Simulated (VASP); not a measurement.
A run of VASP 6.6.1:

Contents of INCAR:

```
ALGO = Normal
EDIFF = 1E-6
ENCUT = 520
GGA = PE
ISIF = 2
ISMEAR = -1
LASPH = True
LCHARG = True
LELF = True
LREAL = False
LVHAR = True
LWAVE = False
NBANDS = 53
NELM = 100
PREC = Accurate
SIGMA = 0.05
```

The input KPOINTS:

```
k-points
0
Gamma
  5 5 2
```

File POSCAR:

```
Hf2Pd2Se2Br2O3
1.0
    7.5866600000     -1.7097100000     -1.1757600000
    7.5866600000      1.7097100000     -1.1757600000
   -2.0244600000      0.0000000000     13.0515500000
Hf Pd Se Br O
2 2 2 2 3
Direct
    0.9451400000      0.9451400000      0.0614400000
    0.6062800000      0.6062800000      0.2830900000
    0.1792000000      0.1792000000      0.5096400000
    0.3228600000      0.3228600000      0.7430700000
    0.9223200000      0.9223200000      0.8456600000
    0.7899100000      0.7899100000      0.5880000000
    0.5864500000      0.5864500000      0.0452000000
    0.2460400000      0.2460400000      0.2865100000
    0.5970100000      0.5970100000      0.4212700000
    0.3855400000      0.3855400000      0.0730200000
    0.0309400000      0.0309400000      0.2216900000
```

Potentials or basis: VASP PAW PBE potentials, release 64 (Hf_pv, Pd, Se, Br, O).

Command:

```sh
$ cat potpaw_PBE.64/Hf_pv/POTCAR potpaw_PBE.64/Pd/POTCAR potpaw_PBE.64/Se/POTCAR potpaw_PBE.64/Br/POTCAR potpaw_PBE.64/O/POTCAR > POTCAR
$ mpirun -np 1 vasp_std > vasp.out
```

Hardware: 1 thread of Intel(R) Xeon(R) Platinum 8259CL CPU @ 2.50GHz (Skylake/Cascade Lake), with other jobs on the host.

How long does it take, and how much memory?

Run time: 15 min on 1 thread of Intel(R) Xeon(R) Platinum 8259CL CPU @ 2.50GHz (Skylake/Cascade Lake), on a shared host, peak memory 0.95 GiB. Counts: scf iterations 19, k points 18.
